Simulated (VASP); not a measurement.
Wanted: the native input for a VASP 6.6.1 run.

```yaml
Task: single point
Functional: PBE
Potentials_or_basis: VASP PAW PBE potentials, release 64 (Zn, Cu)
Cutoff: 520 eV
k_mesh: 3 × 3 × 3
Occupations: gaussian, width 0.1 eV
Spin: no spin polarisation
Dipole_correction: no
Further_INCAR_settings: ALGO = Normal; EDIFF = 1e-06; NBANDS = 18
```

The structure of ZnCu lies in POSCAR:

```
ZnCu
1.0
    2.9450000000      0.0000000000      0.0000000000
    0.0000000000      2.9450000000      0.0000000000
    0.0000000000      0.0000000000      2.9450000000
Zn Cu
1 1
Direct
    0.5000000000      0.5000000000      0.5000000000
    0.0000000000      0.0000000000      0.0000000000
```

One way to write it, as run:

INCAR

```
ALGO = Normal
EDIFF = 1E-6
ENCUT = 520
GGA = PE
ISIF = 2
ISMEAR = 0
LASPH = True
LCHARG = True
LELF = True
LREAL = False
LVHAR = True
LWAVE = False
NBANDS = 18
NELM = 80
PREC = Accurate
SIGMA = 0.1
```

KPOINTS

```
k-points
0
Gamma
  3 3 3
```

Potentials or basis: VASP PAW PBE potentials, release 64 (Zn, Cu).

Command:

```bash
$ cat potpaw_PBE.64/Zn/POTCAR potpaw_PBE.64/Cu/POTCAR > POTCAR
$ mpirun -np 1 vasp_std > vasp.out
```

Results of the run:

```yaml
Pressure: 3.3 GPa
```

Caveat: the k points lie up to 0.71 Å⁻¹ apart.

Run time: 3.3 s on 1 thread of Intel(R) Xeon(R) 6975P-C (Granite Rapids), with other jobs on the host, peak memory 0.13 GiB.
